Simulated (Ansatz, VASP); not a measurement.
# One calculation of Ge, two programs

```
Ge
1.0
     4.00068    0.00000    0.00000
     2.00034    3.46469    0.00000
     2.00034    1.15490    3.26654
Ge
2
Cartesian
  0.0000 0.0000 0.0000
  2.0003 1.1549 0.8166
```

Alike in both runs: task single point; functional PBE; k mesh 4 × 4 × 4; no spin polarisation.

```csv
,VASP,Ansatz
version,VASP 6.6.1,Ansatz 0.2.0
potentials or method,"VASP PAW PBE potentials, release 64 (Ge_d)","plane waves, PAW"
plane-wave cutoff (eV),500,420
occupations,"gaussian, width 0.01 eV",fixed
valence electrons in the cell,28,28
```

```csv
,VASP,Ansatz,Ansatz less VASP
gap on the k mesh at the Fermi level (eV),0.04,0.03,-0.005
```

The k mesh is coarse, so the values compare programs but aren't converged.
